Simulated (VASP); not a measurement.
# Br (I4/mmm) in VASP: single point with PBE+D3(BJ)

Aim: the single point of Br with PBE+D3(BJ).

Everything below comes from runs of VASP 6.6.1. Logs are shortened: lines on timing, memory, paths and dates and some standing lists are left out, and cuts for length are marked.

**1. The cell of the first run**

The structure is tetragonal, space group I4/mmm (No. 139). The conventional cell has a = 2.847 Å, b = 2.847 Å, c = 7.155 Å, α = 90.00°, β = 90.00°, γ = 90.00°. Br (site symmetry 4/mmm) has 4 Br at 2.85 Å within 3.8 Å.

**2. Single point, PBE+D3(BJ)**

File INCAR:

```
SYSTEM = Br
PREC = Accurate
ENCUT = 520
EDIFF = 1E-6
ISMEAR = 0
SIGMA = 0.15
LREAL = .FALSE.
LASPH = .TRUE.
NELM = 100
ALGO = Normal
ISIF = 2
LWAVE = .FALSE.
LCHARG = .FALSE.
GGA = PE
IVDW = 12
NBANDS = 10
```

File KPOINTS:

```
Automatic mesh
0
G
  24 24 24
  0 0 0
```

File POSCAR:

```
Br
1.0
   -1.4234917050      1.4234917050      3.5775173700
    1.4234917050     -1.4234917050      3.5775173700
    1.4234917050      1.4234917050     -3.5775173700
Br
1
Direct
    0.0000000000      0.0000000000      0.0000000000
```

Potentials or basis: VASP PAW PBE potentials, release 64 (Br).

On the command line:

```sh
$ cat potpaw_PBE.64/Br/POTCAR > POTCAR
$ mpirun -np 1 vasp_std > vasp.out
```

OUTCAR:

```text
SYSTEM = Br
   PREC = Accurate
   ENCUT = 520
   EDIFF = 1E-6
   ISMEAR = 0
   LREAL = .FALSE.
   LASPH = .TRUE.
   NELM = 100
   ISIF = 2
   GGA = PE
   IVDW = 12
 IVDW          = 12

 ion  position               nearest neighbor table
   1  0.000  0.000  0.000-

  LATTYP: Found a body centered tetragonal cell.
 ALAT       =     2.8469834100
 C/A-ratio  =     2.5131986069

  Lattice vectors:

 A1 = (  -1.4234917050,   1.4234917050,   3.5775173700)
 A2 = (   1.4234917050,  -1.4234917050,   3.5775173700)
 A3 = (   1.4234917050,   1.4234917050,  -3.5775173700)

Analysis of symmetry for initial positions (statically):
=====================================================================
 Subroutine PRICEL returns:
 Original cell was already a primitive cell.

 Routine SETGRP: Setting up the symmetry group for a
 body centered tetragonal supercell.

 Subroutine GETGRP returns: Found 16 space group operations
 (whereof 16 operations were pure point group operations)
 out of a pool of 16 trial point group operations.

The static configuration has the point symmetry D_4h.

Analysis of symmetry for dynamics (positions and initial velocities):
=====================================================================
 Subroutine PRICEL returns:
 Original cell was already a primitive cell.

 Routine SETGRP: Setting up the symmetry group for a
 body centered tetragonal supercell.

 Subroutine GETGRP returns: Found 16 space group operations
 (whereof 16 operations were pure point group operations)
 out of a pool of 16 trial point group operations.

The dynamic configuration has the point symmetry D_4h.

 Subroutine INISYM returns: Found 16 space group operations
 (whereof 16 operations are pure point group operations),
 and found     1 'primitive' translations

----------------------------------------------------------------------------------------

                                     Primitive cell

  volume of cell :      28.9969

  direct lattice vectors                    reciprocal lattice vectors
    -1.423491705  1.423491705  3.577517370     0.000000000  0.351248973  0.139761725
     1.423491705 -1.423491705  3.577517370     0.351248973  0.000000000  0.139761725
     1.423491705  1.423491705 -3.577517370     0.351248973  0.351248973  0.000000000

  length of vectors
     4.105032010  4.105032010  4.105032010     0.378033307  0.378033307  0.496741062

  position of ions in fractional coordinates (direct lattice)
     0.000000000  0.000000000  0.000000000

  ion indices of the primitive-cell ions
   primitive index   ion index
                 1           1

----------------------------------------------------------------------------------------

 KPOINTS: Automatic mesh

Automatic generation of k-mesh.
 Grid dimensions read from file:
 generate k-points for:   24   24   24

 Generating k-lattice:

  Cartesian coordinates                     Fractional coordinates (reciprocal lattice)
     0.000000000  0.014635374  0.005823405     0.041666667  0.000000000 -0.000000000
     0.014635374  0.000000000  0.005823405     0.000000000  0.041666667 -0.000000000
     0.014635374  0.014635374  0.000000000     0.000000000  0.000000000  0.041666667

  Length of vectors
     0.015751388  0.015751388  0.020697544

  Shift w.r.t. Gamma in fractional coordinates (k-lattice)
     0.000000000  0.000000000  0.000000000

 Subroutine IBZKPT returns following result:
 ===========================================

 Found   1063 irreducible k-points:

 Following reciprocal coordinates:
            Coordinates               Weight
  0.000000  0.000000  0.000000      1.000000
  0.041667  0.000000  0.000000      8.000000
  0.083333  0.000000 -0.000000      8.000000
  0.125000  0.000000 -0.000000      8.000000
  0.166667  0.000000  0.000000      8.000000
  0.208333 -0.000000  0.000000      8.000000
[... 16 lines left out ...]
  0.416667  0.041667  0.000000     16.000000
  0.458333  0.041667 -0.000000     16.000000
 [... further k-points ...]
   k-points           NKPTS =   1063   k-points in BZ     NKDIM =   1063   number of bands    NBANDS=     10
   number of dos      NEDOS =    301   number of ions     NIONS =      1
   total plane-waves  NPLWV =  32768
   dimension x,y,z NGX =    32 NGY =   32 NGZ =   32
   dimension x,y,z NGXF=    64 NGYF=   64 NGZF=   64
   ions per type =               1
   NGX,Y,Z   is equivalent  to a cutoff of  12.96, 12.96, 12.96 a.u.
   NGXF,Y,Z  is equivalent  to a cutoff of  25.92, 25.92, 25.92 a.u.
 SYSTEM =  Br
   PREC   = accura    normal or accurate (medium, high low for compatibility)
   ISTART =      0    job   : 0-new  1-cont  2-samecut
   ICHARG =      2    charge: 1-file 2-atom 10-const
   ISPIN  =      1    spin polarized calculation?
   LNONCOLLINEAR =      F non collinear calculations
   LSORBIT =      F    spin-orbit coupling
   LASPH  =      T    aspherical Exc in radial PAW
   ENCUT  =  520.0 eV  38.22 Ry    6.18 a.u.   7.63  7.63  7.63*2*pi/ulx,y,z
   NELM   =    100;   NELMIN=  2; NELMDL= -5     # of ELM steps
   EDIFF  = 0.1E-05   stopping-criterion for ELM
   LREAL  =      F    real-space projection
   EDIFFG = 0.1E-04   stopping-criterion for IOM
   NSW    =      0    number of steps for IOM
   IBRION =     -1    ionic relax: 0-MD 1-quasi-New 2-CG
   NFREE  =      0    steps in history (QN), initial steepest desc. (CG)
   ISIF   =      2    stress and relaxation
   ISYM   =      2    0-nonsym 1-usesym 2-fastsym
   POTIM  = 0.5000    time-step for ionic-motion
   TEBEG  =    0.0;   TEEND  =   0.0 temperature during run
   PSTRESS=    0.0 pullay stress
   NELECT =       7.0000    total number of electrons
   NUPDOWN=      -1.0000    fix difference up-down
   EMIN   =  10.00;   EMAX   =-10.00  energy-range for DOS
   EFERMI =   0.00;   METHOD = LEGACY
   ISMEAR =     0;   SIGMA  =   0.15  broadening in eV -4-tet -1-fermi 0-gaus
   EFERMI_NEDOS =   21; number of points for ismear=-14 and -15
   IALGO  =     38    algorithm
   IMIX   =      4    mixing-type and parameters
     AMIX     =   0.40;   BMIX     =  1.00
     AMIX_MAG =   1.60;   BMIX_MAG =  1.00
  volume/ion in A,a.u.               =      29.00       195.68
  Fermi-wavevector in a.u.,A,eV,Ry     =   1.019351  1.926294 14.137486  1.039076
  Thomas-Fermi vector in A             =   2.152860
   LORBIT       =      0    0 simple, 1 ext, 2 COOP (PROOUT), +10 PAW based schemes
   GGA     = PE    functional components
   LHFCALC =     F    Hartree Fock is set to
   AEXX    =    0.0000 exact exchange contribution
   IVDW    =    12    specifies the selected vdW correction
   LEPSILON=     F    determine dielectric tensor
   LRPA    =     F    only Hartree local field effects (RPA)
 non-spin polarized calculation
 Gauss-broadening in eV      SIGMA  =   0.15
  energy-cutoff  :      520.00
  volume of cell :       29.00
 maximum number of plane-waves:       805
   NGX = 15   NGY = 15   NGZ = 15

 number of electron       7.0000000 magnetization

 Free energy of the ion-electron system (eV)
  ---------------------------------------------------
  ext. energy  EPLUGINS =         0.00000000
  ---------------------------------------------------
  free energy    TOTEN  =        -1.44873409 eV

  energy without entropy =       -1.44511734  energy(sigma->0) =       -1.44692572

 E-fermi :   1.4154     XC(G=0):  -8.6376

 val. band max:        1.3996849303   @ k =  -0.2083  -0.3333   0.0833
 cond. band min:       1.4192453643   @ k =  -0.1667  -0.2917   0.0417
 fundamental gap:      0.0195604340
 Fermi energy:         1.4154411581

 k-point     1 :       0.0000    0.0000    0.0000
  band No.  band energies     occupation
      1     -14.8303      2.00000
      2      -0.8601      2.00000
      3       2.3927      0.00000
      4       2.3927      0.00000
      5       6.8798      0.00000
      6      11.2708      0.00000
      7      11.7643      0.00000
      8      17.3349      0.00000
      9      17.3349      0.00000
     10      17.9559      0.00000

 k-point     2 :       0.0417    0.0000    0.0000
  band No.  band energies     occupation
      1     -14.8086      2.00000
      2      -0.8581      2.00000
      3       2.1982      0.00000
      4       2.4060      0.00000
      5       6.9503      0.00000
      6      11.3832      0.00000
      7      11.9026      0.00000
      8      16.4751      0.00000
      9      17.3694      0.00000
     10      18.5280      0.00000

 k-point     3 :       0.0833    0.0000   -0.0000
  band No.  band energies     occupation
      1     -14.7443      2.00000
      2      -0.8517      2.00000
      3       1.6774      0.01351
      4       2.4453      0.00000
      5       7.1440      0.00000
      6      11.5472      0.00000
      7      12.4389      0.00000
      8      15.3380      0.00000
      9      17.4724      0.00000
     10      18.9498      0.00000

 k-point     4 :       0.1250    0.0000   -0.0000
  band No.  band energies     occupation
      1     -14.6391      2.00000
      2      -0.8412      2.00000
      3       0.9561      1.99999
      4       2.5088      0.00000
      5       7.4300      0.00000
      6      11.6852      0.00000
      7      13.3093      0.00000
      8      14.2864      0.00000
      9      17.6415      0.00000
     10      19.2520      0.00000
[... 222 lines left out ...]
 k-point    22 :       0.3750    0.0417   -0.0000
  band No.  band energies     occupation
      1     -13.4598      2.00000
      2      -3.5843      2.00000
      3      -0.5921      2.00000
      4       2.9670      0.00000
      5       8.3181      0.00000
      6      12.6675      0.00000
      7      13.2779      0.00000
      8      16.4525      0.00000
      9      18.0897      0.00000
     10      19.4202      0.00000

 k-point    23 :       0.4167    0.0417    0.0000
  band No.  band energies     occupation
      1     -13.2962      2.00000
      2      -4.0137      2.00000
      3      -0.5275      2.00000
      4       3.0511      0.00000
      5       8.0616      0.00000
      6      13.2523      0.00000
      7      13.6276      0.00000
      8      16.1147      0.00000
      9      17.3100      0.00000
     10      19.3880      0.00000

 k-point    24 :       0.4583    0.0417   -0.0000
  band No.  band energies     occupation
      1     -13.1889      2.00000
      2      -4.2818      2.00000
      3      -0.4740      2.00000
      4       3.1060      0.00000
      5       7.8863      0.00000
      6      13.5749      0.00000
      7      14.0657      0.00000
      8      15.9953      0.00000
      9      16.5055      0.00000
     10      19.1804      0.00000

 [... further k-points ...]

------------------------ aborting loop because EDIFF is reached ----------------------------------------

 Edisp (eV)   -0.24923

 E8    (eV) :    -0.0986

  FORCE on cell =-STRESS in cart. coord.  units (eV):
  Direction    XX          YY          ZZ          XY          YZ          ZX
  --------------------------------------------------------------------------------------
  -------------------------------------------------------------------------------------
  Total      -0.04159    -0.04159    -0.01191     0.00000    -0.00000     0.00000
  in kB      -2.29800    -2.29800    -0.65788     0.00000    -0.00000     0.00000
  external pressure =       -1.75 kB  Pullay stress =        0.00 kB

 VOLUME and BASIS-vectors are now :
 -----------------------------------------------------------------------------
  energy-cutoff  :      520.00
  volume of cell :       29.00
      direct lattice vectors                 reciprocal lattice vectors
    -1.423491705  1.423491705  3.577517370     0.000000000  0.351248973  0.139761725
     1.423491705 -1.423491705  3.577517370     0.351248973  0.000000000  0.139761725
     1.423491705  1.423491705 -3.577517370     0.351248973  0.351248973  0.000000000

 POSITION                                       TOTAL-FORCE (eV/Angst)
 -----------------------------------------------------------------------------------
      0.00000      0.00000      0.00000        -0.000000      0.000000      0.000000
 -----------------------------------------------------------------------------------
    total drift:                                0.000000      0.000000     -0.000000

  FREE ENERGIE OF THE ION-ELECTRON SYSTEM (eV)
  ---------------------------------------------------
  free  energy   TOTEN  =        -1.6979644863 eV

  energy  without entropy=       -1.6943477309  energy(sigma->0) =       -1.69615611
```

Wall time 9.4 min (1 thread of Intel Xeon 8259CL, shared host); peak memory 0.39 GiB.

Results:

- Free energy: -1.6980 eV
- Pressure: -0.2 GPa
- Band gap on the k mesh: zero (an odd number of electrons rules out a gap without spin polarisation)
- Dispersion energy per atom: -0.249 eV

Stress tensor (GPa, compression positive):
```
-0.23  0.00  0.00
 0.00 -0.23  0.00
 0.00  0.00 -0.07
```

Caveat: an odd number of electrons without spin polarisation forces a metal; a magnetic or distorted state may lie lower.
